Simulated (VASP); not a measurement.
# HfN (e600) (Fm-3m) in VASP: notebook, part 2 of 2

VASP 6.6.1. The steps go on from the part before.

## Step 3: Relaxation of cell and atoms, PBE

This run uses another cell than the first one, of 11.48 Å³/atom, 0.977 times its volume.

Input file INCAR:

```
PREC = Accurate
ENCUT = 600
EDIFF = 1E-7
ISMEAR = 0
SIGMA = 0.1
LREAL = False
LASPH = True
NELM = 120
ALGO = Normal
ISIF = 3
LWAVE = False
LCHARG = False
GGA = PE
IBRION = 2
NSW = 100
EDIFFG = -0.002
GGA_COMPAT = False
NELMIN = 4
```

Input file KPOINTS:

```
regular mesh
0
Gamma
  16 16 16
```

Input file POSCAR:

```
HfN
1.0
    0.0000000000      2.2560000000      2.2560000000
    2.2560000000      0.0000000000      2.2560000000
    2.2560000000      2.2560000000      0.0000000000
Hf N
1 1
Direct
    0.0000000000      0.0000000000      0.0000000000
    0.5000000000      0.5000000000      0.5000000000
```

Potentials or basis: VASP PAW PBE potentials, release 64 (Hf_pv, N).

Command:

```sh
cat potpaw_PBE.64/Hf_pv/POTCAR potpaw_PBE.64/N/POTCAR > POTCAR
mpirun -np 1 vasp_std > vasp.out
```

OUTCAR:

```text
PREC = Accurate
   ENCUT = 600
   EDIFF = 1E-7
   ISMEAR = 0
   LREAL = False
   LASPH = True
   NELM = 120
   ISIF = 3
   GGA = PE
   IBRION = 2
   NSW = 100
   EDIFFG = -0.002
   NELMIN = 4

 ion  position               nearest neighbor table
   1  0.000  0.000  0.000-   2 2.26   2 2.26   2 2.26   2 2.26   2 2.26   2 2.26
   2  0.500  0.500  0.500-   1 2.26   1 2.26   1 2.26   1 2.26   1 2.26   1 2.26

  LATTYP: Found a face centered cubic cell.
 ALAT       =     4.5120000000

  Lattice vectors:

 A1 = (   0.0000000000,   2.2560000000,   2.2560000000)
 A2 = (   2.2560000000,   0.0000000000,   2.2560000000)
 A3 = (   2.2560000000,   2.2560000000,   0.0000000000)

Analysis of symmetry for initial positions (statically):
=====================================================================
 Subroutine PRICEL returns:
 Original cell was already a primitive cell.

 Routine SETGRP: Setting up the symmetry group for a
 face centered cubic supercell.

 Subroutine GETGRP returns: Found 48 space group operations
 (whereof 48 operations were pure point group operations)
 out of a pool of 48 trial point group operations.

The static configuration has the point symmetry O_h .

Analysis of symmetry for dynamics (positions and initial velocities):
=====================================================================
 Subroutine PRICEL returns:
 Original cell was already a primitive cell.

 Routine SETGRP: Setting up the symmetry group for a
 face centered cubic supercell.

 Subroutine GETGRP returns: Found 48 space group operations
 (whereof 48 operations were pure point group operations)
 out of a pool of 48 trial point group operations.

The dynamic configuration has the point symmetry O_h .

 Subroutine INISYM returns: Found 48 space group operations
 (whereof 48 operations are pure point group operations),
 and found     1 'primitive' translations

----------------------------------------------------------------------------------------

                                     Primitive cell

  volume of cell :      22.9640

  direct lattice vectors                    reciprocal lattice vectors
     0.000000000  2.256000000  2.256000000    -0.221631206  0.221631206  0.221631206
     2.256000000  0.000000000  2.256000000     0.221631206 -0.221631206  0.221631206
     2.256000000  2.256000000  0.000000000     0.221631206  0.221631206 -0.221631206

  length of vectors
     3.190465797  3.190465797  3.190465797     0.383876509  0.383876509  0.383876509

  position of ions in fractional coordinates (direct lattice)
     0.000000000  0.000000000  0.000000000
     0.500000000  0.500000000  0.500000000

  ion indices of the primitive-cell ions
   primitive index   ion index
                 1           1
                 2           2

----------------------------------------------------------------------------------------

 KPOINTS: regular mesh

Automatic generation of k-mesh.
 Grid dimensions read from file:
 generate k-points for:   16   16   16

 Generating k-lattice:

  Cartesian coordinates                     Fractional coordinates (reciprocal lattice)
    -0.013851950  0.013851950  0.013851950     0.062500000  0.000000000  0.000000000
[... 52 lines left out ...]
   ICHARG =      2    charge: 1-file 2-atom 10-const
   ISPIN  =      1    spin polarized calculation?
   LNONCOLLINEAR =      F non collinear calculations
   LSORBIT =      F    spin-orbit coupling
   LASPH  =      T    aspherical Exc in radial PAW
   ENCUT  =  600.0 eV  44.10 Ry    6.64 a.u.   6.37  6.37  6.37*2*pi/ulx,y,z
   NELM   =    120;   NELMIN=  4; NELMDL= -5     # of ELM steps
   EDIFF  = 0.1E-06   stopping-criterion for ELM
   LREAL  =      F    real-space projection
   EDIFFG = -.2E-02   stopping-criterion for IOM
   NSW    =    100    number of steps for IOM
   IBRION =      2    ionic relax: 0-MD 1-quasi-New 2-CG
   NFREE  =      1    steps in history (QN), initial steepest desc. (CG)
   ISIF   =      3    stress and relaxation
   ISYM   =      2    0-nonsym 1-usesym 2-fastsym
   POTIM  = 0.5000    time-step for ionic-motion
   TEBEG  =    0.0;   TEEND  =   0.0 temperature during run
   PSTRESS=    0.0 pullay stress
   NELECT =      15.0000    total number of electrons
   NUPDOWN=      -1.0000    fix difference up-down
   EMIN   =  10.00;   EMAX   =-10.00  energy-range for DOS
   EFERMI =   0.00;   METHOD = LEGACY
   ISMEAR =     0;   SIGMA  =   0.10  broadening in eV -4-tet -1-fermi 0-gaus
   EFERMI_NEDOS =   21; number of points for ismear=-14 and -15
   IALGO  =     38    algorithm
   IMIX   =      4    mixing-type and parameters
     AMIX     =   0.40;   BMIX     =  1.00
     AMIX_MAG =   1.60;   BMIX_MAG =  1.00
  volume/ion in A,a.u.               =      11.48        77.48
  Fermi-wavevector in a.u.,A,eV,Ry     =   1.420440  2.684242 27.451783  2.017649
  Thomas-Fermi vector in A             =   2.541355
   LORBIT       =      0    0 simple, 1 ext, 2 COOP (PROOUT), +10 PAW based schemes
   GGA     = PE    functional components
   LHFCALC =     F    Hartree Fock is set to
   AEXX    =    0.0000 exact exchange contribution
   IVDW    =     0    specifies the selected vdW correction
   LEPSILON=     F    determine dielectric tensor
   LRPA    =     F    only Hartree local field effects (RPA)
 conjugate gradient relaxation of ions
 non-spin polarized calculation
 Gauss-broadening in eV      SIGMA  =   0.10
  energy-cutoff  :      600.00
  volume of cell :       22.96
 maximum number of plane-waves:       785
 NGX is ok and might be reduce to    28
   NGX = 13   NGY = 13   NGZ = 13

--------------------------------------- Ionic step        1  -------------------------------------------

 number of electron      15.0000002 magnetization

 Free energy of the ion-electron system (eV)
  ---------------------------------------------------
  ext. energy  EPLUGINS =         0.00000000
  ---------------------------------------------------
  free energy    TOTEN  =       -21.75743419 eV

  energy without entropy =      -21.75450793  energy(sigma->0) =      -21.75597106

------------------------ aborting loop because EDIFF is reached ----------------------------------------

  FORCE on cell =-STRESS in cart. coord.  units (eV):
  Direction    XX          YY          ZZ          XY          YZ          ZX
  --------------------------------------------------------------------------------------
  -------------------------------------------------------------------------------------
  Total        0.5813151      0.5813151      0.5813151     -0.0000000      0.0000000      0.0000000
  in kB       40.5578452     40.5578452     40.5578452     -0.0000000      0.0000000      0.0000000
  external PRESSURE =      40.5578452 kB  Pullay stress =       0.0000000 kB
[... 59 lines left out ...]
--------------------------------------- Ionic step        3  -------------------------------------------

 number of electron      15.0000001 magnetization

 Free energy of the ion-electron system (eV)
  ---------------------------------------------------
  ext. energy  EPLUGINS =         0.00000000
  ---------------------------------------------------
  free energy    TOTEN  =       -21.76161442 eV

  energy without entropy =      -21.75866713  energy(sigma->0) =      -21.76014078

 E-fermi :   8.2912     XC(G=0): -12.6767

 val. band max:        8.2908077320   @ k =  -0.1250   0.0625   0.0000
 cond. band min:       8.2950256461   @ k =   0.3750   0.1250   0.0000
 fundamental gap:      0.0042179141
 Fermi energy:         8.2912242315

 k-point     1 :       0.0000    0.0000    0.0000
  band No.  band energies     occupation
      1     -22.9048      2.00000
      2     -22.9048      2.00000
      3     -22.9048      2.00000
      4      -9.1573      2.00000
      5       5.2751      2.00000
      6       5.2751      2.00000
      7       5.2751      2.00000
      8       7.9495      2.00000
      9       7.9495      2.00000
     10       7.9495      2.00000
     11       9.9858      0.00000
[... 309 lines left out ...]
 k-point    24 :      -0.0625    0.0625    0.0000
  band No.  band energies     occupation
      1     -22.9967      2.00000
      2     -22.9279      2.00000
      3     -22.9067      2.00000
      4      -8.9275      2.00000
      5       4.2636      2.00000
      6       4.6233      2.00000
      7       4.9308      2.00000
      8       8.1095      1.98982
      9       8.1216      1.98355
     10       8.5524      0.00022
     11      10.2851      0.00000

 [... further k-points ...]

------------------------ aborting loop because EDIFF is reached ----------------------------------------

  FORCE on cell =-STRESS in cart. coord.  units (eV):
  Direction    XX          YY          ZZ          XY          YZ          ZX
  --------------------------------------------------------------------------------------
  -------------------------------------------------------------------------------------
  Total       -0.0029085     -0.0029085     -0.0029085     -0.0000000      0.0000000      0.0000000
  in kB       -0.1999752     -0.1999752     -0.1999752     -0.0000000      0.0000000      0.0000000
  external PRESSURE =      -0.1999752 kB  Pullay stress =       0.0000000 kB
[... 17 lines left out ...]
  FREE ENERGIE OF THE ION-ELECTRON SYSTEM (eV)
  ---------------------------------------------------
  free  energy   TOTEN  =       -21.7616144225 eV

  energy  without entropy=      -21.7586671347  energy(sigma->0) =      -21.76014078

 reached required accuracy - stopping structural energy minimisation
```

OSZICAR:

```text
N       E                     dE             d eps       ncg     rms          rms(c)
DAV:   1     0.447197000441E+02    0.44720E+02   -0.90026E+03  3206   0.144E+03
[... 27 lines left out ...]
DAV:   2    -0.217704997919E+02    0.29566E-01   -0.49311E-02  3289   0.214E+00    0.146E+00
DAV:   3    -0.217619448645E+02    0.85549E-02   -0.17930E-02  3537   0.131E+00    0.945E-01
DAV:   4    -0.217616285464E+02    0.31632E-03   -0.11201E-03  4094   0.347E-01    0.589E-01
DAV:   5    -0.217616148613E+02    0.13685E-04   -0.10751E-04  3809   0.861E-02    0.642E-02
DAV:   6    -0.217616150090E+02   -0.14772E-06   -0.12729E-05  4053   0.342E-02    0.138E-02
DAV:   7    -0.217616144335E+02    0.57553E-06   -0.55124E-07  3727   0.799E-03    0.654E-03
DAV:   8    -0.217616144225E+02    0.11029E-07   -0.70587E-08  1985   0.211E-03
   3 F= -.21761614E+02 E0= -.21760141E+02  d E =-.418023E-02
```

It took 2 min on 1 thread of Intel Xeon 6975P-C, shared host; peak memory 0.2 GiB.

What came out:

```yaml
Free_energy: -21.7616 eV
Relaxed_volume: 11.65 Å³/atom
Relaxed_cell: a = 3.206 Å, b = 3.206 Å, c = 3.206 Å, α = 60.00°, β = 60.00°, γ = 60.00°
Space_group_after_relaxing_to_0.05_Å: Fm-3m (No. 225)
Energy_gained_by_relaxing: 2.1 meV/atom
Ionic_steps: 3
Pressure_after_relaxing: 0.0 GPa
```

Step by step:
| step | energy change (eV) | largest force (eV/Å) | pressure (GPa) | volume (Å³) |
| --- | --- | --- | --- | --- |
| 1 | 0.0000 | 0.0000 | 4.06 | 22.96 |
| 2 | 0.0101 | 0.0000 | -6.94 | 23.94 |
| 3 | -0.0042 | 0.0000 | -0.02 | 23.30 |

Final structure:
```yaml
crystal:
  lattice:
    - [0.00000, 2.26702, 2.26702]
    - [2.26702, 0.00000, 2.26702]
    - [2.26702, 2.26702, 0.00000]
  atoms:
    - { symbol: Hf, position: [0.00000, 0.00000, 0.00000] }
    - { symbol: N, position: [0.50000, 0.50000, 0.50000] }
```

Levels at points of the mesh, in eV from the Fermi level:
| k point | band 6 | band 7 | band 8 | band 9 | band 10 | band 11 |
| --- | --- | --- | --- | --- | --- | --- |
| (0.00, 0.00, 0.00) | -3.02 | -3.02 | -0.34 | -0.34 | -0.34 | 1.69 |
| (0.50, 0.00, 0.00) | -6.13 | -6.13 | 3.23 | 3.65 | 3.65 | 4.37 |
| (0.50, 0.50, 0.00) | -3.76 | -3.69 | -3.69 | 4.04 | 5.44 | 5.47 |

Caveat: spin-orbit coupling is left out, which moves the levels of the heavy elements. Zero-point motion and thermal expansion aren't in these numbers.
